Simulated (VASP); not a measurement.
# Li2Si3 (P-3m1) in VASP: further runs, part 2 of 2

VASP 6.6.1.

### Step 4. Relaxation of cell and atoms, PBE

Contents of INCAR:

```
PREC = Accurate
ENCUT = 600
EDIFF = 1E-6
ISMEAR = 0
SIGMA = 0.1
LREAL = F
LASPH = T
NELM = 100
ALGO = Fast
ISIF = 3
LWAVE = F
LCHARG = F
GGA = PE
IBRION = 2
NSW = 100
EDIFFG = -0.01
```

Contents of KPOINTS:

```
Automatic mesh
0
Gamma
  12 12 8
```

Contents of POSCAR:

```
Li2Si3
1.0
    4.0679816847      0.0000000000      0.0000000000
   -2.0339908424      3.5229754811      0.0000000000
    0.0000000000      0.0000000000      5.0304602321
Li Si
2 3
Direct
    0.3333333333      0.6666666667      0.1444791664
    0.6666666667      0.3333333333      0.8555208336
    0.0000000000      0.0000000000      0.0000000000
    0.3333333333      0.6666666667      0.6346269790
    0.6666666667      0.3333333333      0.3653730210
```

Potentials or basis: VASP PAW PBE potentials, release 64 (Li_sv, Si).

Run with:

```sh
$ cat potpaw_PBE.64/Li_sv/POTCAR potpaw_PBE.64/Si/POTCAR > POTCAR
$ mpirun -np 1 vasp_std > vasp.out
```

OUTCAR:

```text
PREC = Accurate
   ENCUT = 600
   EDIFF = 1E-6
   ISMEAR = 0
   LREAL = F
   LASPH = T
   NELM = 100
   ISIF = 3
   GGA = PE
   IBRION = 2
   NSW = 100
   EDIFFG = -0.01

 ion  position               nearest neighbor table
   1  0.333  0.667  0.144-   3 2.46   3 2.46   3 2.46   4 2.47   4 2.56   5 2.60   5 2.60   5 2.60

   2  0.667  0.333  0.856-   3 2.46   3 2.46   3 2.46   5 2.47   5 2.56   4 2.60   4 2.60   4 2.60

   3  0.000  0.000  0.000-   1 2.46   2 2.46   1 2.46   2 2.46   1 2.46   2 2.46   4 2.98   5 2.98
                             5 2.98   4 2.98   4 2.98   5 2.98
   4  0.333  0.667  0.635-   1 2.47   1 2.56   2 2.60   2 2.60   2 2.60   5 2.71   5 2.71   5 2.71
                             3 2.98   3 2.98   3 2.98
   5  0.667  0.333  0.365-   2 2.47   2 2.56   1 2.60   1 2.60   1 2.60   4 2.71   4 2.71   4 2.71
                             3 2.98   3 2.98   3 2.98

  LATTYP: Found a hexagonal cell.
 ALAT       =     4.0679816847
[... 364 lines left out ...]
  band No.  band energies     occupation
      1     -39.2991      2.00000
      2     -39.2649      2.00000
      3      -4.8107      2.00000
      4      -0.2843      2.00000
      5       0.4340      2.00000
      6       5.1577      2.00000
      7       5.1577      2.00000
      8       5.7251      2.00000
      9       5.7251      2.00000
     10       7.2048      0.00000
     11       7.5927      0.00000
     12      10.2708      0.00000
     13      10.2743      0.00000
[... 354 lines left out ...]
  band No.  band energies     occupation
      1     -39.2968      2.00000
      2     -39.2667      2.00000
      3      -4.4628      2.00000
      4      -0.9609      2.00000
      5       1.4399      2.00000
      6       3.2840      2.00000
      7       4.0949      2.00000
      8       4.6843      2.00000
      9       7.1899      0.00000
     10       8.5122      0.00000
     11       8.5322      0.00000
     12       8.9719      0.00000
     13       9.1501      0.00000

 [... further k-points ...]
[... 5 lines left out ...]
  --------------------------------------------------------------------------------------
  -------------------------------------------------------------------------------------
  Total       -0.0009847     -0.0009847     -0.0418315      0.0000000     -0.0000000      0.0000000
  in kB       -0.0218620     -0.0218620     -0.9287394      0.0000000     -0.0000000      0.0000000
  external PRESSURE =      -0.3241545 kB  Pullay stress =       0.0000000 kB
[... 20 lines left out ...]
  FREE ENERGIE OF THE ION-ELECTRON SYSTEM (eV)
  ---------------------------------------------------
  free  energy   TOTEN  =       -19.3210220341 eV

  energy  without entropy=      -19.3116011344  energy(sigma->0) =      -19.31631158

 reached required accuracy - stopping structural energy minimisation
```

OSZICAR:

```text
N       E                     dE             d eps       ncg     rms          rms(c)
DAV:   1     0.563184663894E+02    0.56318E+02   -0.83818E+03  3406   0.143E+03
DAV:   2    -0.110834767273E+02   -0.67402E+02   -0.64726E+02  4018   0.249E+02
DAV:   3    -0.194094998209E+02   -0.83260E+01   -0.82089E+01  6669   0.529E+01
[... 36 lines left out ...]
RMM:   4    -0.193210155818E+02    0.45413E-07   -0.19325E-06  2892   0.194E-02
   4 F= -.19321016E+02 E0= -.19316299E+02  d E =-.175848E-03
       N       E                     dE             d eps       ncg     rms          rms(c)
DAV:   1    -0.193210217214E+02   -0.60942E-05   -0.41363E-04  4071   0.175E-01    0.706E-03
RMM:   2    -0.193210223400E+02   -0.61862E-06   -0.10766E-05  4051   0.306E-02    0.353E-03
RMM:   3    -0.193210220341E+02    0.30588E-06   -0.15552E-06  2126   0.121E-02
   5 F= -.19321022E+02 E0= -.19316312E+02  d E =-.182301E-03
```

CONTCAR:

```text
Li2Si3
   1.00000000000000
     4.0686129040309771   -0.0000000000000090    0.0000000000000000
    -2.0343064520655041    3.5235221330759994   -0.0000000000000000
     0.0000000000000000    0.0000000000000000    5.0338131927142236
  Li              Si
     2     3
Direct
     0.3333333332999970    0.6666666667000030    0.1443471331449465
     0.6666666667000030    0.3333333332999970    0.8556528668550466
     0.0000000000000000    0.0000000000000000    0.0000000000000000
     0.3333333332999970    0.6666666667000030    0.6353622218732446
     0.6666666667000030    0.3333333332999970    0.3646377781267555

  0.00000000E+00  0.00000000E+00  0.00000000E+00
  0.00000000E+00  0.00000000E+00  0.00000000E+00
  0.00000000E+00  0.00000000E+00  0.00000000E+00
  0.00000000E+00  0.00000000E+00  0.00000000E+00
  0.00000000E+00  0.00000000E+00  0.00000000E+00
```

Wall time 4.3 min (1 thread of Oxide Virtual Turin-like, shared host); peak memory 0.26 GiB.

Results:

```yaml
Free_energy: -19.3210 eV
Relaxed_volume: 14.43 Å³/atom
Relaxed_cell: a = 4.069 Å, b = 4.069 Å, c = 5.034 Å, α = 90.00°, β = 90.00°, γ = 120.00°
Space_group_after_relaxing_to_0.1_Å: P-3m1 (No. 164)
Energy_gained_by_relaxing: 0.0 meV/atom
Ionic_steps: 5
Pressure_after_relaxing: 0.0 GPa
Largest_force_after_relaxing: 0.009 eV/Å
Band_gap_on_the_k_mesh: zero (bands 9 and 10 overlap by 3.49 eV)
```

Forces on the atoms (eV/Å):
```
Li   0.000  0.000  0.009
Li   0.000  0.000 -0.009
Si   0.000  0.000  0.000
Si   0.000  0.000  0.006
Si   0.000  0.000 -0.006
```

Stress tensor (GPa, compression positive):
```
 0.00  0.00  0.00
 0.00  0.00  0.00
 0.00  0.00 -0.09
```

Step by step:
```csv
step,energy change (eV),largest force (eV/Å),pressure (GPa),volume (Å³)
1,0.0000,0.0408,0.04,72.09
2,-0.0001,0.0219,0.00,72.13
3,-0.0002,0.0142,-0.01,72.15
4,-0.0002,0.0134,-0.04,72.18
5,-0.0002,0.0093,-0.03,72.16
```

Final structure:
```
Li Si
1.0
     4.06861    0.00000    0.00000
    -2.03431    3.52352    0.00000
     0.00000    0.00000    5.03381
Li Si
2 3
Cartesian
  0.0000 2.3490 0.7266
  2.0343 1.1745 4.3072
  0.0000 0.0000 0.0000
  0.0000 2.3490 3.1983
  2.0343 1.1745 1.8355
```

Levels at points of the mesh, in eV from the Fermi level:
| k point | band 7 | band 8 | band 9 | band 10 | band 11 | band 12 |
| --- | --- | --- | --- | --- | --- | --- |
| (0.00, 0.00, 0.00) | -1.12 | -0.56 | -0.56 | 0.92 | 1.31 | 3.99 |
| (0.50, 0.00, 0.00) | -3.39 | -3.04 | -1.90 | 1.36 | 1.97 | 2.27 |
| (0.00, 0.00, 0.50) | -0.64 | -0.63 | 0.22 | 0.22 | 1.11 | 1.11 |
| (0.50, 0.00, 0.50) | -2.16 | -1.98 | -0.81 | -0.70 | 3.15 | 4.21 |

Caveat: the cutoff is under 1.25 times the usual one of these potentials, so pressure, stress and relaxed cells hold a basis-set (Pulay) error.

### Step 5. Overview

```tsv
task	cell	k mesh	cutoff (eV)	gap on the mesh (eV)	largest force (eV/Å)
single point	a = 4.069, b = 4.069, c = 5.033 Å, angles 90.0, 90.0, 120.0°, 5 atoms, atomic positions A	6 × 6 × 6	520	none	0.04
single point	a = 4.069, b = 4.069, c = 5.033 Å, angles 90.0, 90.0, 120.0°, 5 atoms, atomic positions A	12 × 12 × 8	520	none	0.01
relaxation of cell and atoms	relaxed from a = 4.068, b = 4.068, c = 5.030 Å, angles 90.0, 90.0, 120.0°, 5 atoms, atomic positions B	12 × 12 × 8	600	none	0.01
```

Alike in all rows: level PBE; potentials or basis VASP PAW PBE potentials, release 64 (Li_sv, Si); no spin polarisation; smearing gaussian 0.1 eV.

Caveats: the cutoff is under 1.25 times the usual one of these potentials, so pressure, stress and relaxed cells hold a basis-set (Pulay) error.

Total energies depend on the potentials used, so only differences within one code and one set of settings carry meaning.
